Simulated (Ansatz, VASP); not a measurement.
One calculation of Mo3PbAu, two programs

```
Mo Pb Au
1.0
     4.45766    0.00000    0.00000
     0.00000    4.45766    0.00000
     0.00000    0.00000    4.45766
Mo Pb Au
3 1 1
Direct
  0.00000 0.50000 0.50000
  0.50000 0.00000 0.50000
  0.50000 0.50000 0.00000
  0.00000 0.00000 0.00000
  0.50000 0.50000 0.50000
```

Alike in both runs: task relaxation of cell and atoms; functional PBE; k mesh 4 × 4 × 4; occupations gaussian, width 0.1 eV; no spin polarisation.

|  | VASP | Ansatz |
| --- | --- | --- |
| version | VASP 6.6.1 | Ansatz 0.2.0 |
| potentials or method | VASP PAW PBE potentials, release 64 (Mo_sv, Pb_d, Au), cutoff 600 eV | scalar-relativistic, plane waves, PAW |
| valence electrons in the cell | 67 | 75 |

|  | VASP | Ansatz | Ansatz less VASP |
| --- | --- | --- | --- |
| gap on the k mesh at the Fermi level, each at its own relaxed structure (eV) | none | none | - |
| relaxed volume (Å³/atom) | 23.35 | 23.31 | -0.048 |
| relaxed length of the cell vector where the two differ most in proportion (Å) | 4.888 | 4.885 | -0.0033 |

A gap of «none» marks a metal or a gap that the smearing closes. VASP's potentials hold 67 valence electrons a cell and Ansatz's 75, so a difference there can come from the potentials and not from the codes.

Neither program's run includes spin-orbit coupling. Noted on VASP's run: the volume moved by over 15 % at a fixed basis, so the end points are rough.
